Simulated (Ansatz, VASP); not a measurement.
# One calculation of Ti, two programs

```xyz
2
Lattice="0.0000 2.7740 2.7740 2.7740 0.0000 2.7740 2.7740 2.7740 0.0000" Properties=species:S:1:pos:R:3 pbc="T T T"
Ti    0.6935    0.6935    0.6935
Ti    4.8546    4.8546    4.8546
```

Alike in both runs: task single point; functional revPBE; k mesh 11 × 11 × 11; occupations fermi-dirac, width 0.1 eV; no spin polarisation.

|  | VASP | Ansatz |
| --- | --- | --- |
| version | VASP 6.6.1 | Ansatz 0.2.0 |
| potentials or method | VASP PAW PBE potentials, release 64 (Ti_sv), cutoff 520 eV | plane waves (420 eV) with PAW, scalar-relativistic |
| valence electrons in the cell | 24 | 24 |

VASP gave:

* pressure (GPa): 4.7

**Question.** Estimate Ansatz's values.

**Answer.** Pressure (GPa): 4.4.

VASP's potentials were made for PBE, not for revPBE. The functional is the same, so the differences come from potentials, cutoffs and numerics.
